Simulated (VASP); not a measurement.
# ZnO: single point with PBE

ZnO:

```
Zn O
1.0
     2.99463    0.00000    0.00000
    -1.49732    2.59343    0.00000
     0.00000    0.00000    5.13965
Zn O
2 2
Direct
  0.00000 0.00000 0.00000
  0.00000 0.00000 0.50000
  0.33333 0.66667 0.25000
  0.66667 0.33333 0.75000
```

```
Program                : VASP 6.6.1
Task                   : single point
Functional             : PBE
Potentials or basis    : VASP PAW PBE potentials, release 64 (Zn, O_h)
Cutoff                 : 1340 eV
k mesh                 : 9 × 9 × 4
Occupations            : gaussian, width 0.01 eV
Spin                   : no spin polarisation
Dipole correction      : no
Further INCAR settings : ALGO = Normal; EDIFF = 1e-06; NBANDS = 26
```

```json
{"Pressure": "6.1 GPa", "Band gap on the k mesh": "0.67 eV"}
```

Stress tensor (GPa, compression positive):
```
5.85 0.00 0.00
0.00 5.85 0.00
0.00 0.00 6.73
```

Levels at points of the mesh, in eV from the valence-band top:
```tsv
k point	band 15	band 16	band 17	band 18	band 19	band 20	band 21	band 22
(0.00, 0.00, 0.00)	-1.20	-1.20	0.00	0.00	0.67	5.57	8.58	13.91
(0.00, 0.00, 0.50)	-0.51	-0.51	-0.51	-0.51	3.75	3.75	10.99	10.99
```

Run time: 59 s on 1 thread of AMD EPYC 9R45 96-Core Processor (Zen 5), on a shared host, peak memory 0.32 GiB.

Caveat: the cell stands under pressure; semilocal functionals underestimate gaps, and a narrow one can read as zero.
